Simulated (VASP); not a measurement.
Set up this calculation in VASP 6.6.1, as the native input.

```yaml
Task: single point
Functional: r2SCAN
Potentials_or_basis: VASP PAW PBE potentials, release 64 (Na_pv, F)
Cutoff: 520 eV
k_mesh: 6 × 6 × 6
Occupations: gaussian, width 0.01 eV
Spin: no spin polarisation
Dipole_correction: no
Further_INCAR_settings: ALGO = Normal; EDIFF = 1e-06; NBANDS = 14
```

Crystal: NaF (Villiaumite).

```xyz
2
Lattice="0.0000 2.2972 2.2972 2.2972 0.0000 2.2972 2.2972 2.2972 0.0000" Properties=species:S:1:pos:R:3 pbc="T T T"
Na    0.0000    0.0000    0.0000
F     2.2972    2.2972    2.2972
```

The input as run:

POSCAR

```
NaF
1.0
    0.0000000000      2.2972417821      2.2972417821
    2.2972417821      0.0000000000      2.2972417821
    2.2972417821      2.2972417821      0.0000000000
Na F
1 1
Direct
    0.0000000000      0.0000000000      0.0000000000
    0.5000000000      0.5000000000      0.5000000000
```

INCAR.step1

```
SYSTEM = NaF
  PREC = Accurate
  ENCUT = 520
  ISMEAR = 0
  SIGMA = 0.01
  LREAL = .FALSE.
  LASPH = .TRUE.
  NELM = 80
  NBANDS = 14
  GGA = PE
  ALGO = Normal
  EDIFF = 1E-4
  LWAVE = .TRUE.
  LCHARG = .FALSE.
```

INCAR.step2

```
SYSTEM = NaF
  PREC = Accurate
  ENCUT = 520
  EDIFF = 1E-6
  ISMEAR = 0
  SIGMA = 0.01
  LREAL = .FALSE.
  LASPH = .TRUE.
  NELM = 80
  ALGO = Normal
  ISIF = 2
  LWAVE = .FALSE.
  LCHARG = .FALSE.
  METAGGA = R2SCAN
  LMIXTAU = .TRUE.
  NBANDS = 14
  ISTART = 1
```

KPOINTS

```
Automatic mesh
0
G
  6 6 6
  0 0 0
```

Potentials or basis: VASP PAW PBE potentials, release 64 (Na_pv, F).

Run with:

```bash
$ cat potpaw_PBE.64/Na_pv/POTCAR potpaw_PBE.64/F/POTCAR > POTCAR
$ cp INCAR.step1 INCAR
$ mpirun -np 1 vasp_std > vasp.out
$ cp INCAR.step2 INCAR
$ mpirun -np 1 vasp_std > vasp.out
```

It gave:

```
Pressure               : -0.8 GPa
Band gap on the k mesh : 7.32 eV, direct
```

Caveat: the PAW data sets were made with another functional, which shifts forces and pressure a little.

Wall time 51 s on 1 thread of AMD EPYC 7R13 (shared host), peak memory 0.1 GiB.
